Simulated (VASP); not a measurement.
Crystal: Ir.

```xyz
1
Lattice="-1.5237 1.5237 1.5237 1.5237 -1.5237 1.5237 1.5237 1.5237 -1.5237" Properties=species:S:1:pos:R:3 pbc="T T T"
Ir    0.0000    0.0000    0.0000
```

* Program: VASP 6.6.1
* Task: relaxation of cell and atoms
* Functional: r2SCAN
* Potentials or basis: VASP PAW PBE potentials, release 64 (Ir)
* Cutoff: 600 eV
* k mesh: 14 × 14 × 14
* Occupations: fermi-dirac, width 0.1 eV
* Spin: no spin polarisation

At the start: pressure 17.6 GPa; volume 14.15 Å³/atom.

Question: Where does the relaxation end?

Answer: Over 4 steps the energy falls by 35.4 meV/atom and the volume is 14.83 Å³/atom (+4.8 %); space group Im-3m (No. 229, to 0.05 Å).

The path:
```csv
step,energy change (eV),largest force (eV/Å),pressure (GPa),volume (Å³)
1,0.0000,0.0000,17.55,14.15
2,0.3352,0.0000,-36.30,17.57
3,-0.0352,0.0000,-1.20,14.88
4,-0.0354,0.0000,-0.10,14.83
```

Final structure:
```
Ir
1.0
    -1.54780    1.54780    1.54780
     1.54780   -1.54780    1.54780
     1.54780    1.54780   -1.54780
Ir
1
Direct
  0.00000 0.00000 0.00000
```

Caveat: the PAW data sets were made with another functional, which shifts forces and pressure a little.
